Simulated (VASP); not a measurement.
Ta: single point with r2SCAN

Ta:

```
Ta
1.0
     3.17248    0.00000    0.00000
     0.00000    3.17248    0.00000
     0.00000    0.00000    3.48769
Ta
2
Direct
  0.00000 0.00000 0.00000
  0.50000 0.50000 0.50000
```

This cell differs from its parent crystal: biaxial strain in the a-b plane: -4.0 %, then relaxed in part.

- Program: VASP 6.6.1
- Task: single point
- Functional: r2SCAN
- Potentials or basis: VASP PAW PBE potentials, release 64 (Ta_pv)
- Cutoff: 520 eV
- k mesh: 16 × 16 × 16
- Occupations: gaussian, width 0.1 eV
- Spin: no spin polarisation
- Dipole correction: no
- Further INCAR settings: ALGO = Normal; EDIFF = 1e-07; NBANDS = 18

```yaml
Pressure: 7.6 GPa
Band_gap_on_the_k_mesh: zero (bands 11 and 12 overlap by 3.37 eV)
```

Stress tensor (GPa, compression positive):
```
11.00  0.00  0.00
 0.00 11.00  0.00
 0.00  0.00  0.77
```

Levels at points of the mesh, in eV from the Fermi level:
| k point | band 8 | band 9 | band 10 | band 11 | band 12 | band 13 | band 14 | band 15 |
| --- | --- | --- | --- | --- | --- | --- | --- | --- |
| (0.00, 0.00, 0.00) | -4.29 | -3.99 | 0.48 | 0.48 | 1.73 | 3.44 | 5.11 | 7.09 |
| (0.50, 0.00, 0.00) | -3.77 | -0.92 | -0.92 | 0.57 | 0.57 | 1.60 | 1.60 | 3.30 |
| (0.50, 0.50, 0.00) | -4.69 | -2.49 | -2.49 | 2.09 | 2.09 | 5.41 | 5.41 | 5.95 |
| (0.00, 0.00, 0.50) | -4.42 | -1.27 | -1.27 | 1.82 | 1.82 | 1.82 | 1.82 | 3.95 |
| (0.50, 0.00, 0.50) | -4.73 | -1.18 | -1.18 | 1.35 | 1.35 | 3.29 | 3.29 | 5.58 |
| (0.50, 0.50, 0.50) | -1.79 | -1.22 | -1.22 | -1.22 | -1.22 | 4.78 | 4.78 | 6.05 |

It took 13 min on 1 thread of Intel Xeon 8259CL, on a shared host, peak memory 0.32 GiB.

Caveat: the cell differs from its parent crystal (biaxial strain in the a-b plane: -4.0 %, then relaxed in part); the stress differs along the axes, from 1 to 11 GPa; the PAW data sets were made with another functional, which shifts forces and pressure a little; spin-orbit coupling is left out, which moves the levels of the heavy elements.
